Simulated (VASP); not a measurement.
# Si5N (P3m1) in VASP: relaxation of cell and atoms with PBE

Aim: the relaxation of cell and atoms of Si5N with PBE.

Program: VASP 6.6.1. These are calculated values, not measurements. Logs are shortened: lines on timing, memory, paths and dates and some standing lists are left out, and cuts for length are marked.

### 1 The cell of the first run

The structure is trigonal, space group P3m1 (No. 156). Conventional cell: a = 3.715 Å, b = 3.715 Å, c = 8.597 Å, α = 90.00°, β = 90.00°, γ = 120.00°. Within 3.0 Å of Si (site symmetry 3m) lie 4 Si at 2.31 to 2.36 Å. Within 3.1 Å of Si (site symmetry 3m) lie 4 Si at 2.31 to 2.36 Å. Si (site symmetry 3m) has 4 Si at 2.31 to 2.36 Å within 3.1 Å. Si (site symmetry 3m) has 3 N at 2.17 Å and 1 Si at 2.36 Å within 2.9 Å. Si (site symmetry 3m) has 1 N at 1.82 Å and 3 Si at 2.31 Å within 2.4 Å. N (site symmetry 3m) has 4 Si at 1.82 to 2.17 Å within 2.4 Å.

### 2 Relaxation of cell and atoms, PBE

File INCAR:

```
PREC = Accurate ; ENCUT = 600
EDIFF = 1E-6 ; ISMEAR = 0
SIGMA = 0.1 ; LREAL = F
LASPH = T ; NELM = 100
ALGO = Normal ; ISIF = 3
LWAVE = F ; LCHARG = F
GGA = PE ; IBRION = 2
NSW = 100 ; EDIFFG = -0.01
```

File KPOINTS:

```
regular mesh
0
Gamma
  12 12 4
```

File POSCAR:

```
Si5N
1.0
    3.7149921498      0.0000000000      0.0000000000
   -1.8574960749      3.2172775766      0.0000000000
    0.0000000000      0.0000000000      8.5966553311
Si N
5 1
Direct
    0.3333333333      0.6666666667      0.3105111711
    0.3333333333      0.6666666667      0.5845984880
    0.6666666667      0.3333333333      0.6839288609
    0.6666666667      0.3333333333      0.9586801765
    0.0000000000      0.0000000000      0.2122448994
    0.0000000000      0.0000000000      0.0000364041
```

Potentials or basis: VASP PAW PBE potentials, release 64 (Si, N).

On the command line:

```console
> cat potpaw_PBE.64/Si/POTCAR potpaw_PBE.64/N/POTCAR > POTCAR
> mpirun -np 1 vasp_std > vasp.out
```

OUTCAR:

```text
PREC = Accurate
   ENCUT = 600
   EDIFF = 1E-6
   ISMEAR = 0
   LREAL = F
   LASPH = T
   NELM = 100
   ISIF = 3
   GGA = PE
   IBRION = 2
   NSW = 100
   EDIFFG = -0.01

 ion  position               nearest neighbor table
   1  0.333  0.667  0.311-   5 2.31   5 2.31   5 2.31   2 2.36
   2  0.333  0.667  0.585-   3 2.31   3 2.31   3 2.31   1 2.36
   3  0.667  0.333  0.684-   2 2.31   2 2.31   2 2.31   4 2.36
   4  0.667  0.333  0.959-   6 2.17   6 2.17   6 2.17   3 2.36   5 3.06   5 3.06   5 3.06
   5  0.000  0.000  0.212-   6 1.82   1 2.31   1 2.31   1 2.31   4 3.06   4 3.06   4 3.06
   6  0.000  0.000  0.000-   5 1.82   4 2.17   4 2.17   4 2.17

  LATTYP: Found a hexagonal cell.
 ALAT       =     3.7149921498
 C/A-ratio  =     2.3140440099

  Lattice vectors:

 A1 = (   3.7149921498,   0.0000000000,   0.0000000000)
 A2 = (  -1.8574960749,   3.2172775766,   0.0000000000)
 A3 = (   0.0000000000,   0.0000000000,   8.5966553311)

Analysis of symmetry for initial positions (statically):
=====================================================================
 Subroutine PRICEL returns:
 Original cell was already a primitive cell.

 Routine SETGRP: Setting up the symmetry group for a
 hexagonal supercell.

 Subroutine GETGRP returns: Found  6 space group operations
 (whereof  6 operations were pure point group operations)
 out of a pool of 24 trial point group operations.

The static configuration has the point symmetry C_3v.

Analysis of symmetry for dynamics (positions and initial velocities):
=====================================================================
 Subroutine PRICEL returns:
 Original cell was already a primitive cell.

 Routine SETGRP: Setting up the symmetry group for a
 hexagonal supercell.

 Subroutine GETGRP returns: Found  6 space group operations
 (whereof  6 operations were pure point group operations)
 out of a pool of 24 trial point group operations.

The dynamic configuration has the point symmetry C_3v.

 Subroutine INISYM returns: Found  6 space group operations
 (whereof  6 operations are pure point group operations),
 and found     1 'primitive' translations

----------------------------------------------------------------------------------------

                                     Primitive cell

  volume of cell :     102.7486

  direct lattice vectors                    reciprocal lattice vectors
     3.714992150  0.000000000  0.000000000     0.269179573  0.155410899  0.000000000
    -1.857496075  3.217277577  0.000000000     0.000000000  0.310821798  0.000000000
     0.000000000  0.000000000  8.596655331     0.000000000  0.000000000  0.116324310

  length of vectors
     3.714992150  3.714992150  8.596655331     0.310821798  0.310821798  0.116324310

  position of ions in fractional coordinates (direct lattice)
     0.333333333  0.666666667  0.310511171
     0.333333333  0.666666667  0.584598488
     0.666666667  0.333333333  0.683928861
     0.666666667  0.333333333  0.958680177
     0.000000000  0.000000000  0.212244899
     0.000000000  0.000000000  0.000036404

  ion indices of the primitive-cell ions
   primitive index   ion index
                 1           1
                 2           2
                 3           3
                 4           4
                 5           5
                 6           6

----------------------------------------------------------------------------------------

 KPOINTS: regular mesh

Automatic generation of k-mesh.
 Grid dimensions read from file:
 generate k-points for:   12   12    4

 Generating k-lattice:

  Cartesian coordinates                     Fractional coordinates (reciprocal lattice)
     0.022431631  0.012950908  0.000000000     0.083333333  0.000000000  0.000000000
     0.000000000  0.025901816  0.000000000     0.000000000  0.083333333  0.000000000
     0.000000000  0.000000000  0.029081078     0.000000000  0.000000000  0.250000000

  Length of vectors
     0.025901816  0.025901816  0.029081078

  Shift w.r.t. Gamma in fractional coordinates (k-lattice)
     0.000000000  0.000000000  0.000000000

 Subroutine IBZKPT returns following result:
 ===========================================

 Found     69 irreducible k-points:

 Following reciprocal coordinates:
            Coordinates               Weight
  0.000000  0.000000  0.000000      1.000000
  0.083333  0.000000  0.000000      6.000000
  0.166667  0.000000  0.000000      6.000000
  0.250000  0.000000  0.000000      6.000000
  0.333333  0.000000  0.000000      6.000000
  0.416667  0.000000  0.000000      6.000000
[... 16 lines left out ...]
  0.166667  0.000000  0.250000      6.000000
  0.000000  0.166667  0.250000      6.000000
 [... further k-points ...]
   k-points           NKPTS =     69   k-points in BZ     NKDIM =     69   number of bands    NBANDS=     16
   number of dos      NEDOS =    301   number of ions     NIONS =      6
   total plane-waves  NPLWV =  63000
   dimension x,y,z NGX =    30 NGY =   30 NGZ =   70
   dimension x,y,z NGXF=    60 NGYF=   60 NGZF=  140
   ions per type =               5   1
   NGX,Y,Z   is equivalent  to a cutoff of  13.43, 13.43, 13.54 a.u.
   NGXF,Y,Z  is equivalent  to a cutoff of  26.85, 26.85, 27.07 a.u.
 SYSTEM =  unknown system
   PREC   = accura    normal or accurate (medium, high low for compatibility)
   ISTART =      0    job   : 0-new  1-cont  2-samecut
   ICHARG =      2    charge: 1-file 2-atom 10-const
   ISPIN  =      1    spin polarized calculation?
   LNONCOLLINEAR =      F non collinear calculations
   LSORBIT =      F    spin-orbit coupling
   LASPH  =      T    aspherical Exc in radial PAW
   ENCUT  =  600.0 eV  44.10 Ry    6.64 a.u.   7.42  7.42 17.17*2*pi/ulx,y,z
   NELM   =    100;   NELMIN=  2; NELMDL= -5     # of ELM steps
   EDIFF  = 0.1E-05   stopping-criterion for ELM
   LREAL  =      F    real-space projection
   EDIFFG = -.1E-01   stopping-criterion for IOM
   NSW    =    100    number of steps for IOM
   IBRION =      2    ionic relax: 0-MD 1-quasi-New 2-CG
   NFREE  =      1    steps in history (QN), initial steepest desc. (CG)
   ISIF   =      3    stress and relaxation
   ISYM   =      2    0-nonsym 1-usesym 2-fastsym
   POTIM  = 0.5000    time-step for ionic-motion
   TEBEG  =    0.0;   TEEND  =   0.0 temperature during run
   PSTRESS=    0.0 pullay stress
   NELECT =      25.0000    total number of electrons
   NUPDOWN=      -1.0000    fix difference up-down
   EMIN   =  10.00;   EMAX   =-10.00  energy-range for DOS
   EFERMI =   0.00;   METHOD = LEGACY
   ISMEAR =     0;   SIGMA  =   0.10  broadening in eV -4-tet -1-fermi 0-gaus
   EFERMI_NEDOS =   21; number of points for ismear=-14 and -15
   IALGO  =     38    algorithm
   IMIX   =      4    mixing-type and parameters
     AMIX     =   0.40;   BMIX     =  1.00
     AMIX_MAG =   1.60;   BMIX_MAG =  1.00
  volume/ion in A,a.u.               =      17.12       115.56
  Fermi-wavevector in a.u.,A,eV,Ry     =   1.022028  1.931353 14.211850  1.044542
  Thomas-Fermi vector in A             =   2.155685
   LORBIT       =      0    0 simple, 1 ext, 2 COOP (PROOUT), +10 PAW based schemes
   GGA     = PE    functional components
   LHFCALC =     F    Hartree Fock is set to
   AEXX    =    0.0000 exact exchange contribution
   IVDW    =     0    specifies the selected vdW correction
   LEPSILON=     F    determine dielectric tensor
   LRPA    =     F    only Hartree local field effects (RPA)
 conjugate gradient relaxation of ions
 non-spin polarized calculation
 Gauss-broadening in eV      SIGMA  =   0.10
  energy-cutoff  :      600.00
  volume of cell :      102.75
 maximum number of plane-waves:      3478
 NGX is ok and might be reduce to    30
   NGX = 15   NGY = 15   NGZ = 35

--------------------------------------- Ionic step        1  -------------------------------------------

 number of electron      25.0000000 magnetization

 Free energy of the ion-electron system (eV)
  ---------------------------------------------------
  ext. energy  EPLUGINS =         0.00000000
  ---------------------------------------------------
  free energy    TOTEN  =       -34.38553646 eV

  energy without entropy =      -34.37736727  energy(sigma->0) =      -34.38145186

------------------------ aborting loop because EDIFF is reached ----------------------------------------

  FORCE on cell =-STRESS in cart. coord.  units (eV):
  Direction    XX          YY          ZZ          XY          YZ          ZX
  --------------------------------------------------------------------------------------
  -------------------------------------------------------------------------------------
  Total       -0.1606123     -0.1606123      0.0252733      0.0000000     -0.0000000      0.0000000
  in kB       -2.5044555     -2.5044555      0.3940908      0.0000000     -0.0000000      0.0000000
  external PRESSURE =      -1.5382734 kB  Pullay stress =       0.0000000 kB
[... 265 lines left out ...]
  energy  without entropy=      -34.3785895199  energy(sigma->0) =      -34.38254027

--------------------------------------- Ionic step        8  -------------------------------------------

 number of electron      25.0000000 magnetization

 Free energy of the ion-electron system (eV)
  ---------------------------------------------------
  ext. energy  EPLUGINS =         0.00000000
  ---------------------------------------------------
  free energy    TOTEN  =       -34.38650177 eV

  energy without entropy =      -34.37861492  energy(sigma->0) =      -34.38255835

 E-fermi :   6.3121     XC(G=0):  -9.8166

 val. band max:        6.2700757940   @ k =   0.0833   0.0000   0.5000
 cond. band min:       6.3278055710   @ k =   0.0000   0.0000   0.5000
 fundamental gap:      0.0577297771
 Fermi energy:         6.3121229231

 k-point     1 :       0.0000    0.0000    0.0000
  band No.  band energies     occupation
      1      -9.8841      2.00000
      2      -5.2452      2.00000
      3      -4.5008      2.00000
      4      -0.4160      2.00000
      5       0.7155      2.00000
      6       2.2797      2.00000
[... 8 lines left out ...]
     15       9.1885      0.00000
     16       9.1885      0.00000
[... 420 lines left out ...]
  band No.  band energies     occupation
      1      -9.7191      2.00000
      2      -5.0502      2.00000
      3      -3.9182      2.00000
      4      -1.0652      2.00000
      5       0.6940      2.00000
      6       2.0229      2.00000
[... 8 lines left out ...]
     15       9.0533      0.00000
     16       9.5082      0.00000

 [... further k-points ...]
[... 5 lines left out ...]
  --------------------------------------------------------------------------------------
  -------------------------------------------------------------------------------------
  Total        0.0049003      0.0049003     -0.0131729     -0.0000000      0.0000000      0.0000000
  in kB        0.0765783      0.0765783     -0.2058550     -0.0000000      0.0000000      0.0000000
  external PRESSURE =      -0.0175661 kB  Pullay stress =       0.0000000 kB
[... 21 lines left out ...]
  FREE ENERGIE OF THE ION-ELECTRON SYSTEM (eV)
  ---------------------------------------------------
  free  energy   TOTEN  =       -34.3865017713 eV

  energy  without entropy=      -34.3786149218  energy(sigma->0) =      -34.38255835

 reached required accuracy - stopping structural energy minimisation
```

It took 13 min on 1 thread of Intel Xeon 8259CL, shared host; peak memory 0.32 GiB.

Results:

```yaml
Free_energy: -34.3865 eV
Relaxed_volume: 17.09 Å³/atom
Relaxed_cell: a = 3.708 Å, b = 3.708 Å, c = 8.609 Å, α = 90.00°, β = 90.00°, γ = 120.00°
Space_group_after_relaxing_to_0.1_Å: P3m1 (No. 156)
Energy_gained_by_relaxing: 0.2 meV/atom
Ionic_steps: 8
Pressure_after_relaxing: 0.0 GPa
Largest_force_after_relaxing: 0.005 eV/Å
Band_gap_on_the_k_mesh: zero (an odd number of electrons rules out a gap without spin polarisation)
```

Forces in eV/Å, atoms in the order of the input:
```
Si   0.000  0.000 -0.001
Si   0.000  0.000  0.005
Si   0.000  0.000 -0.002
Si   0.000  0.000  0.003
Si   0.000  0.000 -0.004
N    0.000  0.000  0.000
```

The path:
| step | energy change (eV) | largest force (eV/Å) | pressure (GPa) | volume (Å³) |
| --- | --- | --- | --- | --- |
| 1 | 0.0000 | 0.1208 | -0.15 | 102.75 |
| 2 | -0.0006 | 0.0679 | 0.11 | 102.50 |
| 3 | -0.0006 | 0.0561 | 0.09 | 102.53 |
| 4 | -0.0009 | 0.0433 | -0.01 | 102.59 |
| 5 | -0.0009 | 0.0428 | -0.04 | 102.60 |
| 6 | -0.0009 | 0.0157 | -0.03 | 102.56 |
| 7 | -0.0010 | 0.0111 | -0.02 | 102.56 |
| 8 | -0.0010 | 0.0049 | 0.00 | 102.53 |

Final structure:
```yaml
crystal:
  lattice:
    - [3.70834, 0.00000, 0.00000]
    - [-1.85417, 3.21151, 0.00000]
    - [0.00000, 0.00000, 8.60879]
  atoms:
    - { symbol: Si, position: [0.33333, 0.66667, 0.31062] }
    - { symbol: Si, position: [0.33333, 0.66667, 0.58475] }
    - { symbol: Si, position: [0.66667, 0.33333, 0.68461] }
    - { symbol: Si, position: [0.66667, 0.33333, 0.95912] }
    - { symbol: Si, position: [0.00000, 0.00000, 0.21110] }
    - { symbol: N, position: [0.00000, 0.00000, 0.99980] }
```

Levels at points of the mesh, in eV from the Fermi level:
| k point | band 10 | band 11 | band 12 | band 13 | band 14 | band 15 | band 16 |
| --- | --- | --- | --- | --- | --- | --- | --- |
| (0.00, 0.00, 0.00) | -0.55 | -0.55 | 0.22 | 0.22 | 2.55 | 2.88 | 2.88 |
| (0.50, 0.00, 0.00) | -2.70 | -2.04 | -1.45 | -0.50 | 1.11 | 1.77 | 2.61 |
| (0.00, 0.00, 0.50) | -0.44 | -0.44 | 0.02 | 0.02 | 2.16 | 2.80 | 3.00 |
| (0.50, 0.00, 0.50) | -2.25 | -1.74 | -1.15 | -0.62 | 1.50 | 1.83 | 2.33 |

Caveat: an odd number of electrons without spin polarisation forces a metal; a magnetic or distorted state may lie lower.

The gap in the log of VASP goes by the Fermi energy; the results here count the filled bands.